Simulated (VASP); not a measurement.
# Zr2TiS4 (P4/mmm) in VASP: further runs

The runs below take Zr2TiS4 through single point, with PBE.

All numbers are computed with VASP 6.6.1; they aren't measurements. Logs are shortened: lines on timing, memory, paths and dates and some standing lists are left out, and cuts for length are marked.

## 1. The cell of the first run

It takes space group P4/mmm (No. 123, tetragonal). The conventional cell has a = 5.116 Å, b = 5.116 Å, c = 5.089 Å, α = 90.00°, β = 90.00°, γ = 90.00°. Within 3.4 Å of Zr (site symmetry mmm) lie 6 S at 2.54 to 2.56 Å. Ti (site symmetry 4/mmm) has 6 S at 2.54 to 2.56 Å within 3.4 Å. S (site symmetry 4/mmm) has 2 Ti at 2.54 Å and 4 Zr at 2.56 Å within 3.4 Å. Within 3.4 Å of S (site symmetry 4/mmm) lie 4 Zr at 2.56 Å. Within 3.4 Å of S (site symmetry mmm) lie 2 Zr at 2.54 Å and 2 Ti at 2.56 Å.

## 2. Single point, PBE

Contents of INCAR:

```
SYSTEM = Zr2TiS4
ALGO = Normal ; EDIFF = 1E-6
ENCUT = 520 ; GGA = PE
ISIF = 2 ; ISMEAR = 0
LASPH = .True. ; LCHARG = .True.
LELF = .True. ; LREAL = .False.
LVHAR = .True. ; LWAVE = .False.
NBANDS = 39 ; NELM = 60
PREC = Accurate ; SIGMA = 0.2
```

Contents of KPOINTS:

```
k-points
0
Gamma
  4 4 4
  0 0 0
```

Contents of POSCAR:

```
Zr2TiS4
1.0
    0.0000000000      0.0000000000      5.0885130001
    5.1156236342      0.0000000000      0.0000000000
    0.0000000000      5.1156236342      0.0000000000
Zr Ti S
2 1 4
Direct
    0.5000000000      1.0000000000      0.5000000000
    0.5000000000      0.5000000000      0.0000000000
    1.0000000000      0.5000000000      0.5000000000
    0.5000000000      0.5000000000      0.5000000000
    0.5000000000      0.0000000000      0.0000000000
    0.0000000000      0.0000000000      0.5000000000
    1.0000000000      0.5000000000      0.0000000000
```

Potentials or basis: VASP PAW PBE potentials, release 64 (Zr_sv, Ti_sv, S).

The run is started by

```sh
> cat potpaw_PBE.64/Zr_sv/POTCAR potpaw_PBE.64/Ti_sv/POTCAR potpaw_PBE.64/S/POTCAR > POTCAR
> mpirun -np 1 vasp_std > vasp.out
```

OUTCAR:

```text
SYSTEM = Zr2TiS4
   EDIFF = 1E-6
   ENCUT = 520
   GGA = PE
   ISIF = 2
   ISMEAR = 0
   LASPH = .True.
   LREAL = .False.
   NELM = 60
   PREC = Accurate

 ion  position               nearest neighbor table
   1  0.500  0.000  0.500-   6 2.54   6 2.54   4 2.56   5 2.56   4 2.56   5 2.56   2 3.62   2 3.62
                             2 3.62   2 3.62
   2  0.500  0.500  0.000-   7 2.54   7 2.54   4 2.56   4 2.56   5 2.56   5 2.56   1 3.62   1 3.62
                             1 3.62   1 3.62
   3  0.000  0.500  0.500-   4 2.54   4 2.54   7 2.56   7 2.56   6 2.56   6 2.56
   4  0.500  0.500  0.500-   3 2.54   3 2.54   1 2.56   2 2.56   1 2.56   2 2.56
   5  0.500  0.000  0.000-   1 2.56   2 2.56   1 2.56   2 2.56
   6  0.000  0.000  0.500-   1 2.54   1 2.54   3 2.56   3 2.56
   7  0.000  0.500  0.000-   2 2.54   2 2.54   3 2.56   3 2.56

  LATTYP: Found a simple tetragonal cell.
 ALAT       =     5.1156236342
 C/A-ratio  =     0.9947004244

  Lattice vectors:

 A1 = (   5.1156236342,   0.0000000000,   0.0000000000)
 A2 = (   0.0000000000,   5.1156236342,   0.0000000000)
 A3 = (   0.0000000000,   0.0000000000,   5.0885130001)

Analysis of symmetry for initial positions (statically):
=====================================================================
 Subroutine PRICEL returns:
 Original cell was already a primitive cell.

 Routine SETGRP: Setting up the symmetry group for a
 simple tetragonal supercell.

 Subroutine GETGRP returns: Found 16 space group operations
 (whereof 16 operations were pure point group operations)
 out of a pool of 16 trial point group operations.

The static configuration has the point symmetry D_4h.

Analysis of symmetry for dynamics (positions and initial velocities):
=====================================================================
 Subroutine PRICEL returns:
 Original cell was already a primitive cell.

 Routine SETGRP: Setting up the symmetry group for a
 simple tetragonal supercell.

 Subroutine GETGRP returns: Found 16 space group operations
 (whereof 16 operations were pure point group operations)
 out of a pool of 16 trial point group operations.

The dynamic configuration has the point symmetry D_4h.

 Subroutine INISYM returns: Found 16 space group operations
 (whereof 16 operations are pure point group operations),
 and found     1 'primitive' translations

----------------------------------------------------------------------------------------

[... 99 lines left out ...]
   IBRION =     -1    ionic relax: 0-MD 1-quasi-New 2-CG
   NFREE  =      0    steps in history (QN), initial steepest desc. (CG)
   ISIF   =      2    stress and relaxation
   ISYM   =      2    0-nonsym 1-usesym 2-fastsym
   POTIM  = 0.5000    time-step for ionic-motion
   TEBEG  =    0.0;   TEEND  =   0.0 temperature during run
   PSTRESS=    0.0 pullay stress
   NELECT =      60.0000    total number of electrons
   NUPDOWN=      -1.0000    fix difference up-down
   EMIN   =  10.00;   EMAX   =-10.00  energy-range for DOS
   EFERMI =   0.00;   METHOD = LEGACY
   ISMEAR =     0;   SIGMA  =   0.20  broadening in eV -4-tet -1-fermi 0-gaus
   EFERMI_NEDOS =   21; number of points for ismear=-14 and -15
   IALGO  =     38    algorithm
   IMIX   =      4    mixing-type and parameters
     AMIX     =   0.40;   BMIX     =  1.00
     AMIX_MAG =   1.60;   BMIX_MAG =  1.00
  volume/ion in A,a.u.               =      19.02       128.38
  Fermi-wavevector in a.u.,A,eV,Ry     =   1.255054  2.371709 21.431375  1.575162
  Thomas-Fermi vector in A             =   2.388830
   LORBIT       =      0    0 simple, 1 ext, 2 COOP (PROOUT), +10 PAW based schemes
   GGA     = PE    functional components
   LHFCALC =     F    Hartree Fock is set to
   AEXX    =    0.0000 exact exchange contribution
   IVDW    =     0    specifies the selected vdW correction
   LEPSILON=     F    determine dielectric tensor
   LRPA    =     F    only Hartree local field effects (RPA)
 non-spin polarized calculation
 Gauss-broadening in eV      SIGMA  =   0.20
  energy-cutoff  :      520.00
  volume of cell :      133.16
 maximum number of plane-waves:      3655
 NGX is ok and might be reduce to    40
   NGX = 19   NGY = 19   NGZ = 19

 number of electron      59.9999997 magnetization

 Free energy of the ion-electron system (eV)
  ---------------------------------------------------
  ext. energy  EPLUGINS =         0.00000000
  ---------------------------------------------------
  free energy    TOTEN  =       -51.46031918 eV

  energy without entropy =      -51.42304227  energy(sigma->0) =      -51.44168073

 E-fermi :   8.2485     XC(G=0): -10.6064

 val. band max:        8.1991923136   @ k =   0.2500   0.0000   0.0000
 cond. band min:       8.3220383648   @ k =   0.5000   0.2500   0.0000
 fundamental gap:      0.1228460512
 Fermi energy:         8.2484841093

 k-point     1 :       0.0000    0.0000    0.0000
  band No.  band energies     occupation
      1     -49.7772      2.00000
      2     -41.6801      2.00000
      3     -41.6562      2.00000
      4     -26.0755      2.00000
      5     -26.0755      2.00000
      6     -25.9837      2.00000
[... 745 lines left out ...]
     38      11.2837      0.00000
     39      11.6251      0.00000

------------------------ aborting loop because EDIFF is reached ----------------------------------------

  FORCE on cell =-STRESS in cart. coord.  units (eV):
  Direction    XX          YY          ZZ          XY          YZ          ZX
  --------------------------------------------------------------------------------------
  -------------------------------------------------------------------------------------
  Total       -0.3621612     -0.3621612     -0.2188441      0.0000000      0.0000000      0.0000000
  in kB       -4.3573700     -4.3573700     -2.6330398      0.0000000      0.0000000      0.0000000
  external PRESSURE =      -3.7825933 kB  Pullay stress =       0.0000000 kB

 VOLUME and BASIS-vectors are now :
 -----------------------------------------------------------------------------
  energy-cutoff  :      520.00
  volume of cell :      133.16
      direct lattice vectors                 reciprocal lattice vectors
     0.000000000  0.000000000  5.088513000     0.000000000  0.000000000  0.196521066
     5.115623634  0.000000000  0.000000000     0.195479588  0.000000000  0.000000000
     0.000000000  5.115623634  0.000000000     0.000000000  0.195479588  0.000000000

 POSITION                                       TOTAL-FORCE (eV/Angst)
 -----------------------------------------------------------------------------------
      0.00000      2.55781      2.54426         0.000000      0.000000      0.000000
      2.55781      0.00000      2.54426         0.000000      0.000000      0.000000
      2.55781      2.55781      0.00000         0.000000      0.000000      0.000000
      2.55781      2.55781      2.54426         0.000000      0.000000      0.000000
      0.00000      0.00000      2.54426         0.000000      0.000000      0.000000
      0.00000      2.55781      0.00000         0.000000      0.000000      0.000000
      2.55781      0.00000      0.00000         0.000000      0.000000      0.000000
 -----------------------------------------------------------------------------------
    total drift:                                0.000000     -0.000000      0.000000

  FREE ENERGIE OF THE ION-ELECTRON SYSTEM (eV)
  ---------------------------------------------------
  free  energy   TOTEN  =       -51.4603191799 eV

  energy  without entropy=      -51.4230422704  energy(sigma->0) =      -51.44168073
```

OSZICAR:

```text
N       E                     dE             d eps       ncg     rms          rms(c)
DAV:   1     0.629932250358E+03    0.62993E+03   -0.29565E+04  1436   0.154E+03
DAV:   2     0.158517139364E+02   -0.61408E+03   -0.59091E+03  1532   0.435E+02
DAV:   3    -0.509353101337E+02   -0.66787E+02   -0.65437E+02  2108   0.128E+02
DAV:   4    -0.567438018149E+02   -0.58085E+01   -0.57671E+01  2296   0.318E+01
DAV:   5    -0.570188081633E+02   -0.27501E+00   -0.27465E+00  2036   0.588E+00    0.266E+01
DAV:   6    -0.545481334877E+02    0.24707E+01   -0.33971E+01  1948   0.297E+01    0.200E+01
DAV:   7    -0.528198716269E+02    0.17283E+01   -0.37341E+01  1962   0.317E+01    0.122E+01
DAV:   8    -0.516316519864E+02    0.11882E+01   -0.17541E+00  1835   0.739E+00    0.529E+00
DAV:   9    -0.515057820684E+02    0.12587E+00   -0.11616E+00  2250   0.514E+00    0.214E+00
DAV:  10    -0.514596448719E+02    0.46137E-01   -0.27261E-01  1896   0.264E+00    0.463E-01
DAV:  11    -0.514599755631E+02   -0.33069E-03   -0.10104E-02  1892   0.504E-01    0.261E-01
DAV:  12    -0.514602868008E+02   -0.31124E-03   -0.12730E-03  1888   0.208E-01    0.603E-02
DAV:  13    -0.514603173272E+02   -0.30526E-04   -0.16054E-04  2202   0.689E-02    0.304E-02
DAV:  14    -0.514603166397E+02    0.68749E-06   -0.43173E-05  1909   0.357E-02    0.121E-02
DAV:  15    -0.514603192834E+02   -0.26438E-05   -0.64981E-06  1690   0.138E-02    0.289E-03
DAV:  16    -0.514603191799E+02    0.10354E-06   -0.83526E-07  1181   0.502E-03
   1 F= -.51460319E+02 E0= -.51441681E+02  d E =-.372769E-01
```

stdout:

```text
POSCAR found type information on POSCAR ZrTiS
 POSCAR found :  3 types and       7 ions
 scaLAPACK will be used
 LDA part: xc-table for (Slater+PW92), standard interpolation
 POSCAR, INCAR and KPOINTS ok, starting setup
 FFT: planning ... GRIDC
 FFT: planning ... GRID_SOFT
 FFT: planning ... GRID
 WAVECAR not read
 entering main loop
```

It took 58 s on 1 thread of Intel Xeon 6975P-C (Granite Rapids), shared host; peak memory 0.28 GiB.

Results:

| Item | Value |
| --- | --- |
| Free energy | -51.4603 eV |
| Pressure | -0.4 GPa |
| Band gap on the k mesh | zero (band 30 reaches 9.02 eV, above the bottom of band 31 at 6.45 eV) |

## 3. Single point, PBE, collinear spin, ferromagnetic start

This run uses another cell than the first one, of 19.20 Å³/atom, 1.009 times its volume.

Contents of INCAR:

```
ALGO     = Normal         # electronic algorithm
EDIFF    = 1E-6           # SCF threshold, eV
ENCUT    = 520            # plane-wave cutoff, eV
GGA      = PE             # functional
ISIF     = 2              # what is computed and relaxed
ISMEAR   = 0              # smearing method
ISPIN    = 2              # spin polarisation
LASPH    = True           # aspherical terms in the spheres
LCHARG   = False          # write CHGCAR
LMAXMIX  = 4              # l up to which the mixer works
LORBIT   = 11             # projections on sites
LREAL    = False          # projectors in reciprocal space
LWAVE    = False          # write WAVECAR
MAGMOM   = 0 0 1 0 0 0 0  # initial moments
NBANDS   = 43             # bands
NELM     = 150            # most SCF steps
PREC     = Accurate       # precision mode
SIGMA    = 0.15           # smearing width, eV
```

Contents of KPOINTS:

```
k-points
0
Gamma
  3 3 3
```

Contents of POSCAR:

```
Zr2TiS4
1.0
    5.1358999032      0.0000000000      0.0000000000
    0.0000000000      5.1358999032      0.0000000000
    0.0000000000      0.0000000000      5.0956946868
Zr Ti S
2 1 4
Direct
    0.0000000000      0.5000000000      0.5000000000
    0.5000000000      0.0000000000      0.5000000000
    0.5000000000      0.5000000000      0.0000000000
    0.5000000000      0.5000000000      0.5000000000
    0.0000000000      0.0000000000      0.5000000000
    0.0000000000      0.5000000000      0.0000000000
    0.5000000000      0.0000000000      0.0000000000
```

Potentials or basis: VASP PAW PBE potentials, release 64 (Zr_sv, Ti_sv, S).

The run is started by

```sh
> cat potpaw_PBE.64/Zr_sv/POTCAR potpaw_PBE.64/Ti_sv/POTCAR potpaw_PBE.64/S/POTCAR > POTCAR
> mpirun -np 1 vasp_std > vasp.out
```

Run time: 60 s. Hardware: 1 thread of Intel Xeon 6975P-C (Granite Rapids), shared host; peak memory 0.3 GiB.

Results (log left out):

- Free energy: -50.7836 eV
- Pressure: -0.1 GPa
- Band gap on the k mesh: zero (filled and empty bands overlap)
- Net moment: 0.00 μB per cell
- Valence electrons inside the program's atomic spheres: Zr 9.75; Ti 10.12; S 3.81, 3.79, 3.77

Stress tensor (GPa, compression positive):
```
-0.16  0.00  0.00
 0.00 -0.16  0.00
 0.00  0.00  0.02
```

Levels at points of the mesh, in eV from the Fermi level:
Spin up:
```csv
k point,band 28,band 29,band 30,band 31,band 32,band 33,band 34,band 35
"(0.00, 0.00, 0.00)",-2.19,-1.72,-1.64,-1.64,-0.14,-0.09,0.03,0.26
```
Spin down:
```
           k point  band 29  band 30  band 31  band 32  band 33  band 34
(0.00, 0.00, 0.00)    -1.72    -1.64    -1.64    -0.14    -0.09     0.04
```

Caveat: the k points lie up to 0.41 Å⁻¹ apart.
